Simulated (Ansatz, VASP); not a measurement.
## One calculation of Na2LiTlBr6, two programs

```xyz
10
Lattice="0.0000 5.3439 5.3439 5.3439 0.0000 5.3439 5.3439 5.3439 0.0000" Properties=species:S:1:pos:R:3 pbc="T T T"
Na    8.0159    8.0159    8.0159
Na    2.6720    2.6720    2.6720
Li    5.3439    5.3439    5.3439
Tl    0.0000    0.0000    0.0000
Br    2.7152    5.3439    5.3439
Br    5.3439    5.3439    2.7152
Br    7.9727    5.3439    5.3439
Br    5.3439    2.7152    5.3439
Br    5.3439    7.9727    5.3439
Br    5.3439    5.3439    7.9727
```

Alike in both runs: functional PBEsol; k mesh 6 × 6 × 6; occupations gaussian, width 0.02 eV; no spin polarisation.

Ansatz relaxed the structure, and its values are those at the end. VASP's run is a single point on that final structure, the one shown.

|  | VASP | Ansatz |
| --- | --- | --- |
| version | VASP 6.6.1 | Ansatz 0.2.0 |
| potentials or method | VASP PAW PBE potentials, release 64 (Na_pv, Li_sv, Tl_d, Br), cutoff 520 eV | scalar-relativistic, plane waves, PAW |
| valence electrons in the cell | 72 | 76 |

VASP gave:

```
gap on the k mesh at the Fermi level (eV) : 0.58
least direct gap on the mesh (eV)         : 0.58
```

Question: What did Ansatz give for the same quantities?

Answer: gap on the k mesh at the Fermi level (eV): 0.59; least direct gap on the mesh (eV): 0.59.

VASP's potentials were made for PBE, not for PBEsol. VASP's potentials hold 72 valence electrons a cell and Ansatz's 76, so a difference there can come from the potentials and not from the codes.

Neither program's run includes spin-orbit coupling. Noted on VASP's run: the cutoff is short for stress, so the pressure is rough.
